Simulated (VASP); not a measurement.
# Si2W (I4/mmm) in VASP: notebook

Si2W is run at these levels: PBE; tasks: single point.

All numbers are computed with VASP 6.6.1; they aren't measurements. Logs are shortened: lines on timing, memory, paths and dates and some standing lists are left out, and cuts for length are marked.

## 1. The cell of the first run

Symmetry: I4/mmm, No. 139, tetragonal system. Conventional cell: a = 3.212 Å, b = 3.212 Å, c = 7.880 Å, α = 90.00°, β = 90.00°, γ = 90.00°. Si (site symmetry 4mm) has 9 Si at 2.62 to 3.21 Å and 5 W at 2.62 Å within 3.5 Å. W (site symmetry 4/mmm) has 10 Si at 2.62 Å and 4 W at 3.21 Å within 3.5 Å.

## 2. Single point, PBE

INCAR reads:

```
SYSTEM = Si2W
PREC = Accurate
ENCUT = 520
EDIFF = 1E-6
ISMEAR = -1
SIGMA = 0.05
LREAL = .False.
LASPH = .True.
NELM = 80
ALGO = Normal
ISIF = 2
LWAVE = .False.
LCHARG = .True.
GGA = PE
LELF = .True.
LVHAR = .True.
ISYM = 0
NBANDS = 18
```

KPOINTS reads:

```
regular mesh
0
Gamma
  11 11 14
  0 0 0
```

POSCAR reads:

```
Si2W
1.0
   -1.6060000000      1.6060000000      3.9400000000
    1.6060000000     -1.6060000000      3.9400000000
    1.6060000000      1.6060000000     -3.9400000000
Si W
2 1
Direct
    0.3330000000      0.3330000000      0.0000000000
    0.6670000000      0.6670000000      0.0000000000
    0.0000000000      0.0000000000      0.0000000000
```

Potentials or basis: VASP PAW PBE potentials, release 64 (Si, W_sv).

On the command line:

```console
cat potpaw_PBE.64/Si/POTCAR potpaw_PBE.64/W_sv/POTCAR > POTCAR
mpirun -np 1 vasp_std > vasp.out
```

OUTCAR:

```text
SYSTEM = Si2W
   PREC = Accurate
   ENCUT = 520
   EDIFF = 1E-6
   ISMEAR = -1
   LREAL = .False.
   LASPH = .True.
   NELM = 80
   ISIF = 2
   GGA = PE
   ISYM = 0

 ion  position               nearest neighbor table
   1  0.333  0.333  0.000-   2 2.62   2 2.62   2 2.62   2 2.62   3 2.62   3 2.62   3 2.62   3 2.62
                             3 2.62   2 2.63
   2  0.667  0.667  0.000-   1 2.62   1 2.62   1 2.62   1 2.62   3 2.62   3 2.62   3 2.62   3 2.62
                             3 2.62   1 2.63
   3  0.000  0.000  0.000-   1 2.62   2 2.62   2 2.62   1 2.62   2 2.62   2 2.62   2 2.62   1 2.62
                             1 2.62   1 2.62

IMPORTANT INFORMATION: All symmetrisations will be switched off!
NOSYMM: (Re-)initialisation of all symmetry stuff for point group C_1.

----------------------------------------------------------------------------------------

                                     Primitive cell

  volume of cell :      40.6488

  direct lattice vectors                    reciprocal lattice vectors
    -1.606000000  1.606000000  3.940000000     0.000000000  0.311332503  0.126903553
     1.606000000 -1.606000000  3.940000000     0.311332503  0.000000000  0.126903553
     1.606000000  1.606000000 -3.940000000     0.311332503  0.311332503  0.000000000

  length of vectors
     4.547754611  4.547754611  4.547754611     0.336202973  0.336202973  0.440290648

  position of ions in fractional coordinates (direct lattice)
     0.333000000  0.333000000  0.000000000
     0.667000000  0.667000000  0.000000000
     0.000000000  0.000000000  0.000000000

  ion indices of the primitive-cell ions
   primitive index   ion index
                 1           1
                 2           2
                 3           3

----------------------------------------------------------------------------------------

 KPOINTS: regular mesh

Automatic generation of k-mesh.
 Grid dimensions read from file:
 generate k-points for:   11   11   14

 Generating k-lattice:

  Cartesian coordinates                     Fractional coordinates (reciprocal lattice)
     0.000000000  0.028302955  0.011536687     0.090909091  0.000000000  0.000000000
     0.028302955  0.000000000  0.011536687     0.000000000  0.090909091  0.000000000
     0.022238036  0.022238036  0.000000000     0.000000000  0.000000000  0.071428571

  Length of vectors
     0.030563907  0.030563907  0.031449332

  Shift w.r.t. Gamma in fractional coordinates (k-lattice)
     0.000000000  0.000000000  0.000000000

 -----------------------------------------------------------------------------
|                                                                             |
|           W    W    AA    RRRRR   N    N  II  N    N   GGGG   !!!           |
|           W    W   A  A   R    R  NN   N  II  NN   N  G    G  !!!           |
|           W    W  A    A  R    R  N N  N  II  N N  N  G       !!!           |
|           W WW W  AAAAAA  RRRRR   N  N N  II  N  N N  G  GGG   !            |
|           WW  WW  A    A  R   R   N   NN  II  N   NN  G    G                |
|           W    W  A    A  R    R  N    N  II  N    N   GGGG   !!!           |
|                                                                             |
|     Your reciprocal lattice and k-lattice belong to different lattice       |
|     classes:                                                                |
|                                                                             |
|        The reciprocal lattice is body-centered tetragonal,                  |
|        whereas your k-lattice is base-centered monoclinic.                  |
|                                                                             |
|     Results are often still useful ...                                      |
|                                                                             |
 -----------------------------------------------------------------------------

 WARNING: IBZKPT: internal override: KBLOWUP is changed to .FALSE.
      ... skipping the blow-up phase ...

 Subroutine IBZKPT returns following result:
 ===========================================

 Found    848 irreducible k-points:

 Following reciprocal coordinates:
            Coordinates               Weight
  0.000000  0.000000  0.000000      1.000000
  0.090909  0.000000  0.000000      2.000000
  0.181818  0.000000  0.000000      2.000000
  0.272727  0.000000 -0.000000      2.000000
  0.363636  0.000000  0.000000      2.000000
  0.454545 -0.000000 -0.000000      2.000000
[... 16 lines left out ...]
  0.454545  0.181818 -0.000000      2.000000
 -0.454545  0.181818  0.000000      2.000000
 [... further k-points ...]
   k-points           NKPTS =    848   k-points in BZ     NKDIM =    848   number of bands    NBANDS=     18
   number of dos      NEDOS =    301   number of ions     NIONS =      3
   total plane-waves  NPLWV =  46656
   dimension x,y,z NGX =    36 NGY =   36 NGZ =   36
   dimension x,y,z NGXF=    72 NGYF=   72 NGZF=   72
   ions per type =               2   1
   NGX,Y,Z   is equivalent  to a cutoff of  13.16, 13.16, 13.16 a.u.
   NGXF,Y,Z  is equivalent  to a cutoff of  26.32, 26.32, 26.32 a.u.
 SYSTEM =  Si2W
   PREC   = accura    normal or accurate (medium, high low for compatibility)
   ISTART =      0    job   : 0-new  1-cont  2-samecut
   ICHARG =      2    charge: 1-file 2-atom 10-const
   ISPIN  =      1    spin polarized calculation?
   LNONCOLLINEAR =      F non collinear calculations
   LSORBIT =      F    spin-orbit coupling
   LASPH  =      T    aspherical Exc in radial PAW
   ENCUT  =  520.0 eV  38.22 Ry    6.18 a.u.   8.46  8.46  8.46*2*pi/ulx,y,z
   NELM   =     80;   NELMIN=  2; NELMDL= -5     # of ELM steps
   EDIFF  = 0.1E-05   stopping-criterion for ELM
   LREAL  =      F    real-space projection
   EDIFFG = 0.1E-04   stopping-criterion for IOM
   NSW    =      0    number of steps for IOM
   IBRION =     -1    ionic relax: 0-MD 1-quasi-New 2-CG
   NFREE  =      0    steps in history (QN), initial steepest desc. (CG)
   ISIF   =      2    stress and relaxation
   ISYM   =      0    0-nonsym 1-usesym 2-fastsym
   POTIM  = 0.5000    time-step for ionic-motion
   TEBEG  =    0.0;   TEEND  =   0.0 temperature during run
   PSTRESS=    0.0 pullay stress
   NELECT =      22.0000    total number of electrons
   NUPDOWN=      -1.0000    fix difference up-down
   EMIN   =  10.00;   EMAX   =-10.00  energy-range for DOS
   EFERMI =   0.00;   METHOD = LEGACY
   ISMEAR =    -1;   SIGMA  =   0.05  broadening in eV -4-tet -1-fermi 0-gaus
   EFERMI_NEDOS =   21; number of points for ismear=-14 and -15
   IALGO  =     38    algorithm
   IMIX   =      4    mixing-type and parameters
     AMIX     =   0.40;   BMIX     =  1.00
     AMIX_MAG =   1.60;   BMIX_MAG =  1.00
  volume/ion in A,a.u.               =      13.55        91.44
  Fermi-wavevector in a.u.,A,eV,Ry     =   1.334136  2.521151 24.217250  1.779918
  Thomas-Fermi vector in A             =   2.462940
   LORBIT       =      0    0 simple, 1 ext, 2 COOP (PROOUT), +10 PAW based schemes
   GGA     = PE    functional components
   LHFCALC =     F    Hartree Fock is set to
   AEXX    =    0.0000 exact exchange contribution
   IVDW    =     0    specifies the selected vdW correction
   LEPSILON=     F    determine dielectric tensor
   LRPA    =     F    only Hartree local field effects (RPA)
 non-spin polarized calculation
  energy-cutoff  :      520.00
  volume of cell :       40.65
 maximum number of plane-waves:      1124
 NGX is ok and might be reduce to    36
   NGX = 17   NGY = 17   NGZ = 17

 number of electron      21.9999999 magnetization

 Free energy of the ion-electron system (eV)
  ---------------------------------------------------
  ext. energy  EPLUGINS =         0.00000000
  ---------------------------------------------------
  free energy    TOTEN  =       -24.80974321 eV

  energy without entropy =      -24.80756094  energy(sigma->0) =      -24.80865208

 E-fermi :  11.9230     XC(G=0): -12.5055

 val. band max:       11.9098815895   @ k =  -0.2727  -0.1818   0.2857
 cond. band min:      11.9237257445   @ k =   0.3636  -0.3636   0.4286
 fundamental gap:      0.0138441550
 Fermi energy:        11.9230317410

 k-point     1 :       0.0000    0.0000    0.0000
  band No.  band energies     occupation
      1     -61.9771      2.00000
      2     -26.2452      2.00000
      3     -26.2032      2.00000
      4     -26.2032      2.00000
      5      -2.1631      2.00000
      6       5.0941      2.00000
[... 10 lines left out ...]
     17      17.4651      0.00000
     18      17.4654      0.00000

 k-point     2 :       0.0909    0.0000    0.0000
  band No.  band energies     occupation
      1     -61.9765      2.00000
      2     -26.2439      2.00000
      3     -26.2207      2.00000
      4     -26.2016      2.00000
      5      -2.0063      2.00000
      6       5.1021      2.00000
[... 10 lines left out ...]
     17      17.5104      0.00000
     18      18.0275      0.00000

 k-point     3 :       0.1818    0.0000    0.0000
  band No.  band energies     occupation
      1     -61.9749      2.00000
      2     -26.2672      2.00000
      3     -26.2403      2.00000
      4     -26.1974      2.00000
      5      -1.5452      2.00000
      6       5.0445      2.00000
[... 10 lines left out ...]
     17      18.0647      0.00000
     18      19.2902      0.00000

 k-point     4 :       0.2727    0.0000   -0.0000
  band No.  band energies     occupation
      1     -61.9728      2.00000
      2     -26.3276      2.00000
      3     -26.2356      2.00000
      4     -26.1919      2.00000
      5      -0.8064      2.00000
      6       4.6276      2.00000
[... 375 lines left out ...]
      4     -26.2263      2.00000
      5       0.9212      2.00000
      6       3.5828      2.00000
[... 10 lines left out ...]
     17      19.0222      0.00000
     18      20.3765      0.00000

 k-point    23 :       0.4545    0.1818   -0.0000
  band No.  band energies     occupation
      1     -61.9675      2.00000
      2     -26.4060      2.00000
      3     -26.2445      2.00000
      4     -26.2226      2.00000
      5       2.0011      2.00000
      6       2.5656      2.00000
[... 10 lines left out ...]
     17      19.1910      0.00000
     18      20.7814      0.00000

 k-point    24 :      -0.4545    0.1818    0.0000
  band No.  band energies     occupation
      1     -61.9675      2.00000
      2     -26.4059      2.00000
      3     -26.2445      2.00000
      4     -26.2216      2.00000
      5       1.4163      2.00000
      6       3.1606      2.00000
[... 10 lines left out ...]
     17      19.0357      0.00000
     18      20.2788      0.00000

 [... further k-points ...]

------------------------ aborting loop because EDIFF is reached ----------------------------------------

  FORCE on cell =-STRESS in cart. coord.  units (eV):
  Direction    XX          YY          ZZ          XY          YZ          ZX
  --------------------------------------------------------------------------------------
  -------------------------------------------------------------------------------------
  Total        0.6588847      0.6588856      0.0009075      0.0122642      0.0008390      0.0008390
  in kB       25.9700474     25.9700823      0.0357709      0.4833950      0.0330694      0.0330712
  external PRESSURE =      17.3253002 kB  Pullay stress =       0.0000000 kB

 VOLUME and BASIS-vectors are now :
 -----------------------------------------------------------------------------
  energy-cutoff  :      520.00
  volume of cell :       40.65
      direct lattice vectors                 reciprocal lattice vectors
    -1.606000000  1.606000000  3.940000000     0.000000000  0.311332503  0.126903553
     1.606000000 -1.606000000  3.940000000     0.311332503  0.000000000  0.126903553
     1.606000000  1.606000000 -3.940000000     0.311332503  0.311332503  0.000000000

 POSITION                                       TOTAL-FORCE (eV/Angst)
 -----------------------------------------------------------------------------------
      0.00000      0.00000      2.62404        -0.000522     -0.000522      0.210685
      0.00000      0.00000      5.25596         0.000522      0.000522     -0.210685
      0.00000      0.00000      0.00000         0.000000      0.000001     -0.000000
 -----------------------------------------------------------------------------------
    total drift:                                0.000000      0.000001      0.000000

  FREE ENERGIE OF THE ION-ELECTRON SYSTEM (eV)
  ---------------------------------------------------
  free  energy   TOTEN  =       -24.8097432129 eV

  energy  without entropy=      -24.8075609391  energy(sigma->0) =      -24.80865208
```

Run time: 19 min. Hardware: 1 thread of Intel Xeon 8259CL, shared host; peak memory 0.68 GiB.

What came out:

```
Free energy            : -24.8097 eV
Pressure               : 1.7 GPa
Largest force          : 0.211 eV/Å
Band gap on the k mesh : zero (bands 11 and 12 overlap by 1.25 eV)
```

Forces on the atoms (eV/Å):
```
Si  -0.001 -0.001  0.211
Si   0.001  0.001 -0.211
W    0.000  0.000  0.000
```

Caveat: spin-orbit coupling is left out, which moves the levels of the heavy elements.

## 3. Single point, PBE (equal xx and yy strain of -2 %)

INCAR reads:

```
ALGO = Normal ; EDIFF = 1E-6
ENCUT = 520 ; GGA = PE
ISIF = 2 ; ISMEAR = -1
ISYM = 0 ; LASPH = T
LCHARG = T ; LELF = T
LREAL = F ; LVHAR = T
LWAVE = F ; NBANDS = 18
NELM = 100 ; PREC = Accurate
SIGMA = 0.05
```

KPOINTS reads:

```
k-points
0
Gamma
  11 11 14
```

POSCAR reads:

```
Si2W
1.0
   -1.5738800000      1.5738800000      3.9400000000
    1.5738800000     -1.5738800000      3.9400000000
    1.5738800000      1.5738800000     -3.9400000000
Si W
2 1
Direct
    0.3330000000      0.3330000000      0.0000000000
    0.6670000000      0.6670000000      0.0000000000
    0.0000000000      0.0000000000      0.0000000000
```

Potentials or basis: VASP PAW PBE potentials, release 64 (Si, W_sv).

On the command line:

```console
cat potpaw_PBE.64/Si/POTCAR potpaw_PBE.64/W_sv/POTCAR > POTCAR
mpirun -np 1 vasp_std > vasp.out
```

It took 7.9 min on 1 thread of AMD EPYC 9R45 (Zen 5), shared host; peak memory 0.62 GiB.

Results (log left out):

```yaml
Free_energy: -24.7228 eV
Pressure: 11.5 GPa
Largest_force: 0.102 eV/Å
Band_gap_on_the_k_mesh: zero (bands 11 and 12 overlap by 1.45 eV)
```

Forces in eV/Å, atoms in the order of the input:
```
Si   0.000  0.000  0.102
Si   0.000  0.000 -0.102
W    0.000  0.000  0.000
```

Stress tensor (GPa, compression positive):
```
15.00  0.02 -0.01
 0.02 15.00 -0.01
-0.01 -0.01  4.60
```

Levels at points of the mesh, in eV from the Fermi level:
```
           k point  band 9  band 10  band 11  band 12  band 13  band 14
(0.00, 0.00, 0.00)   -2.91    -2.91     0.79     2.69     3.01     3.40
(0.00, 0.00, 0.50)   -5.22    -3.63    -1.72     2.54     3.26     3.32
```

Caveat: the cell differs from its parent crystal (equal xx and yy strain of -2 %); the cell stands under pressure; spin-orbit coupling is left out, which moves the levels of the heavy elements.
